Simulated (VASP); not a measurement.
# LiH (Fm-3m) in VASP: a series of runs, part 3 of 3

VASP 6.6.1. The steps go on from the part before.

**6. Electric field gradients, LDA**

This run uses another cell than the first one, of 8.40 Å³/atom, 0.943 times its volume.

Input file INCAR:

```
SYSTEM = LiH
  PREC = Accurate
  ENCUT = 520
  EDIFF = 1E-8
  ISMEAR = -1
  SIGMA = 0.03
  LREAL = .FALSE.
  LASPH = .TRUE.
  NELM = 80
  ALGO = Normal
  ISIF = 2
  LWAVE = .FALSE.
  LCHARG = .FALSE.
  LEFG = .TRUE.
  NBANDS = 9
```

Input file KPOINTS:

```
Automatic mesh
0
G
  11 11 11
  0 0 0
```

Input file POSCAR:

```
LiH
1.0
    0.0000000000      2.0325000000      2.0325000000
    2.0325000000      0.0000000000      2.0325000000
    2.0325000000      2.0325000000      0.0000000000
Li H
1 1
Direct
    0.0000000000      0.0000000000      0.0000000000
    0.5000000000      0.5000000000      0.5000000000
```

Potentials or basis: VASP PAW LDA potentials, release 64 (Li_sv, H).

The run is started by

```bash
> cat potpaw_LDA.64/Li_sv/POTCAR potpaw_LDA.64/H/POTCAR > POTCAR
> mpirun -np 1 vasp_std > vasp.out
```

OUTCAR:

```text
SYSTEM = LiH
   PREC = Accurate
   ENCUT = 520
   EDIFF = 1E-8
   ISMEAR = -1
   LREAL = .FALSE.
   LASPH = .TRUE.
   NELM = 80
   ISIF = 2

 ion  position               nearest neighbor table
   1  0.000  0.000  0.000-
   2  0.500  0.500  0.500-

  LATTYP: Found a face centered cubic cell.
 ALAT       =     4.0650000000

  Lattice vectors:

 A1 = (   0.0000000000,   2.0325000000,   2.0325000000)
 A2 = (   2.0325000000,   0.0000000000,   2.0325000000)
 A3 = (   2.0325000000,   2.0325000000,   0.0000000000)

Analysis of symmetry for initial positions (statically):
=====================================================================
 Subroutine PRICEL returns:
 Original cell was already a primitive cell.

 Routine SETGRP: Setting up the symmetry group for a
 face centered cubic supercell.

 Subroutine GETGRP returns: Found 48 space group operations
 (whereof 48 operations were pure point group operations)
 out of a pool of 48 trial point group operations.

The static configuration has the point symmetry O_h .

Analysis of symmetry for dynamics (positions and initial velocities):
=====================================================================
 Subroutine PRICEL returns:
 Original cell was already a primitive cell.

 Routine SETGRP: Setting up the symmetry group for a
 face centered cubic supercell.

 Subroutine GETGRP returns: Found 48 space group operations
 (whereof 48 operations were pure point group operations)
 out of a pool of 48 trial point group operations.

[... 165 lines left out ...]
      9      21.7500      0.00000
[... 265 lines left out ...]
 k-point    24 :      -0.1818    0.1818    0.0000
  band No.  band energies     occupation
      1     -43.4654      2.00000
      2      -3.9034      2.00000
      3       9.7753      0.00000
      4       9.8229      0.00000
      5      15.4280      0.00000
      6      16.7169      0.00000
      7      20.7494      0.00000
      8      22.5125      0.00000
      9      24.1527      0.00000

 [... further k-points ...]

------------------------ aborting loop because EDIFF is reached ----------------------------------------

  FORCE on cell =-STRESS in cart. coord.  units (eV):
  Direction    XX          YY          ZZ          XY          YZ          ZX
  --------------------------------------------------------------------------------------
  -------------------------------------------------------------------------------------
  Total       -0.4297815     -0.4297815     -0.4297815      0.0000000     -0.0000000     -0.0000000
  in kB      -41.0049851    -41.0049851    -41.0049851      0.0000000     -0.0000000     -0.0000000
  external PRESSURE =     -41.0049851 kB  Pullay stress =       0.0000000 kB

 VOLUME and BASIS-vectors are now :
 -----------------------------------------------------------------------------
  energy-cutoff  :      520.00
  volume of cell :       16.79
      direct lattice vectors                 reciprocal lattice vectors
     0.000000000  2.032500000  2.032500000    -0.246002460  0.246002460  0.246002460
     2.032500000  0.000000000  2.032500000     0.246002460 -0.246002460  0.246002460
     2.032500000  2.032500000  0.000000000     0.246002460  0.246002460 -0.246002460

 POSITION                                       TOTAL-FORCE (eV/Angst)
 -----------------------------------------------------------------------------------
      0.00000      0.00000      0.00000         0.000000     -0.000000     -0.000000
      2.03250      2.03250      2.03250        -0.000000      0.000000      0.000000
 -----------------------------------------------------------------------------------
    total drift:                                0.000000     -0.000000     -0.000000

  FREE ENERGIE OF THE ION-ELECTRON SYSTEM (eV)
  ---------------------------------------------------
  free  energy   TOTEN  =        -6.4720011600 eV

  energy  without entropy=       -6.4720011600  energy(sigma->0) =       -6.47200116

 Electric field gradients (V/A^2)
---------------------------------------------------------------------
 ion       V_xx      V_yy      V_zz      V_xy      V_xz      V_yz
---------------------------------------------------------------------
   1       0.000     0.000    -0.000    -0.002    -0.002    -0.002
   2      -0.000    -0.000    -0.000     0.001     0.001     0.001
---------------------------------------------------------------------

 Electric field gradients after diagonalization (V/A^2)
 (convention: |V_zz| > |V_xx| > |V_yy|)
----------------------------------------------------------------------
 ion       V_xx      V_yy      V_zz     asymmetry (V_yy - V_xx)/ V_zz
----------------------------------------------------------------------
   1       0.002     0.002    -0.004       0.000
   2      -0.001    -0.001     0.001       0.000
----------------------------------------------------------------------

           NMR quadrupolar parameters

 Cq : quadrupolar parameter    Cq=e*Q*V_zz/h
 eta: asymmetry parameters     (V_yy - V_xx)/ V_zz
 Q  : nuclear electric quadrupole moment in mb (millibarn)
----------------------------------------------------------------------
 ion       Cq(MHz)       eta       Q (mb)
----------------------------------------------------------------------
   1      -0.000       0.000       1.000
   2       0.000       0.000       1.000
----------------------------------------------------------------------
```

OSZICAR:

```text
N       E                     dE             d eps       ncg     rms          rms(c)
DAV:   1    -0.224553074084E+01   -0.22455E+01   -0.14339E+03  1040   0.396E+02
DAV:   2    -0.666774625786E+01   -0.44222E+01   -0.43966E+01  1426   0.544E+01
DAV:   3    -0.672281475092E+01   -0.55068E-01   -0.55053E-01  1203   0.504E+00
DAV:   4    -0.672310481171E+01   -0.29006E-03   -0.29004E-03  1385   0.322E-01
DAV:   5    -0.672310565741E+01   -0.84570E-06   -0.84569E-06  1227   0.151E-02    0.277E+00
DAV:   6    -0.653350019794E+01    0.18961E+00   -0.17117E-01  1114   0.117E+00    0.135E+00
DAV:   7    -0.647127985255E+01    0.62220E-01   -0.19671E-01  1226   0.139E+00    0.199E-01
DAV:   8    -0.647206227323E+01   -0.78242E-03   -0.38217E-03  1131   0.422E-01    0.453E-02
DAV:   9    -0.647200100364E+01    0.61270E-04   -0.20732E-04  1255   0.514E-02    0.602E-03
DAV:  10    -0.647200108357E+01   -0.79925E-07   -0.55096E-06  1208   0.175E-02    0.346E-03
DAV:  11    -0.647200114945E+01   -0.65880E-07   -0.10034E-07  1334   0.160E-03    0.540E-04
DAV:  12    -0.647200116278E+01   -0.13333E-07   -0.33090E-09   978   0.509E-04    0.570E-04
DAV:  13    -0.647200116002E+01    0.27579E-08   -0.49058E-09   675   0.263E-04
   1 F= -.64720012E+01 E0= -.64720012E+01  d E =-.185867E-13
```

stdout:

```text
POSCAR found type information on POSCAR LiH
 POSCAR found :  2 types and       2 ions
 scaLAPACK will be used
 LDA part: xc-table for (Slater(with rela. corr.)+CA(PZ))
 , standard interpolation
 POSCAR, INCAR and KPOINTS ok, starting setup
 FFT: planning ... GRIDC
 FFT: planning ... GRID_SOFT
 FFT: planning ... GRID
 WAVECAR not read
 entering main loop
ion   1

ion   2
```

Run time: 22 s. Hardware: 1 thread of AMD EPYC 7R13, shared host; peak memory 0.09 GiB.

Results:

* Free energy: -6.4720 eV
* Band gap on the k mesh: 2.84 eV, direct

Levels at points of the mesh, in eV from the valence-band top:
```csv
k point,band 1,band 2,band 3,band 4,band 5
"(0.00, 0.00, 0.00)",-43.46,-5.35,15.63,17.04,17.04
```

Caveat: the cutoff is under 1.25 times the usual one of these potentials, so pressure, stress and relaxed cells hold a basis-set (Pulay) error; without QUAD_EFG the Cq values of the log hold for a quadrupole moment of 1 mb, not for the nuclei. A k mesh can miss the band edges.

**7. The runs side by side**

```csv
cell,gap on the mesh (eV)
"a = 2.931 Å, angles 60.0°, 2 atoms",2.87
"a = 2.816 Å, angles 60.0°, 2 atoms",2.79
"a = 2.874 Å, angles 60.0°, 2 atoms",2.84
```

Alike in all rows: task electric field gradients; level LDA; potentials or basis VASP PAW LDA potentials, release 64 (Li_sv, H); no spin polarisation; k mesh 11 × 11 × 11; cutoff (eV) 520; smearing fermi-dirac 0.03 eV.

Caveats: the cutoff is under 1.25 times the usual one of these potentials, so pressure, stress and relaxed cells hold a basis-set (Pulay) error.

Absolute energies hang on the potentials; compare differences alone.
